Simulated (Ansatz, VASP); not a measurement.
# Co in VASP and in Ansatz

```
Co
1.0
     0.00000    1.79935    1.79935
     1.79935    0.00000    1.79935
     3.59870    3.59870    0.00000
Co
2
Direct
  0.00000 0.00000 0.00000
  0.00000 0.00000 0.50000
```

Alike in both runs: task single point; functional PBE; k mesh 12 × 12 × 6; occupations fermi-dirac, width 0.05 eV; collinear spin.

```csv
,VASP,Ansatz
version,VASP 6.6.1,Ansatz 0.2.0
potentials or method,"VASP PAW PBE potentials, release 64 (Co), cutoff 520 eV","PAW, plane waves, scalar-relativistic"
valence electrons in the cell,18,34
```

|  | VASP | Ansatz | Ansatz less VASP |
| --- | --- | --- | --- |
| pressure (GPa) | -11.7 | -11.4 | +0.36 |
| net moment per atom (μB) | 1.72 | 1.72 | +0.004 |
| size of the moment on the site where the two differ most (μB) | 1.75 | 1.80 | +0.051 |

Site moments also hang on the region over which each program counts them. VASP's potentials hold 18 valence electrons a cell and Ansatz's 34, so a difference there can come from the potentials and not from the codes.
